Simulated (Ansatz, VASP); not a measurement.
**NbP in VASP and in Ansatz**

The input INCAR:

```
ALGO = Normal
EDIFF = 1E-6
ENCUT = 500
GGA = PE
GGA_COMPAT = F
ISIF = 2
ISMEAR = -1
LASPH = T
LCHARG = T
LELF = T
LREAL = F
LVHAR = T
LWAVE = F
NBANDS = 16
NELM = 120
PREC = Accurate
SIGMA = 0.08
```

The input KPOINTS:

```
k-points
0
Gamma
  12 12 12
```

Contents of POSCAR:

```
NbP
1.0
    0.0000000000      2.2172923856      2.2172923856
    2.2172923856      0.0000000000      2.2172923856
    2.2172923856      2.2172923856      0.0000000000
Nb P
1 1
Direct
    0.0000000000      0.0000000000      0.0000000000
    0.2500000000      0.2500000000      0.2500000000
```

Input for Ansatz:

```yaml
crystal:
  lattice:
    - [0.0, 2.2172923856, 2.2172923856]
    - [2.2172923856, 0.0, 2.2172923856]
    - [2.2172923856, 2.2172923856, 0.0]
  atoms:
    - { symbol: Nb, position: [0.0, 0.0, 0.0] }
    - { symbol: P, position: [0.25, 0.25, 0.25] }
kpoints:
  mp_grid: { grid: [12, 12, 12] }
scf:
  occupations: { method: fermi_dirac, width: 0.08 }
hamiltonian:
  xc: pbe
  pseudopotentials: { kind: paw }
output:
  forces: true
  stress: true
  eigenvalues: true
  populations: true
```

Change from the starting cell: volume scaled by 0.5, PAW files.

Alike in both runs: task single point; functional PBE; k mesh 12 × 12 × 12; occupations fermi-dirac, width 0.08 eV; no spin polarisation.

|  | VASP | Ansatz |
| --- | --- | --- |
| version | VASP 6.6.1 | Ansatz 0.2.0 |
| potentials or method | VASP PAW PBE potentials, release 64 (Nb_sv, P) | PAW with Ansatz's default frozen-core files, scalar-relativistic |
| plane-wave cutoff (eV) | 500 | 420 |
| valence electrons in the cell | 18 | 18 |

```tsv
	VASP	Ansatz	Ansatz less VASP
pressure (GPa)	269.8	271.2	+1.35
```

Both programs put the cell under a high pressure, so it lies far from rest at this level. With one functional, cell and mesh, what is left measures potentials, basis and numerics.

Noted on VASP's run: the cell as given lies far from equilibrium.
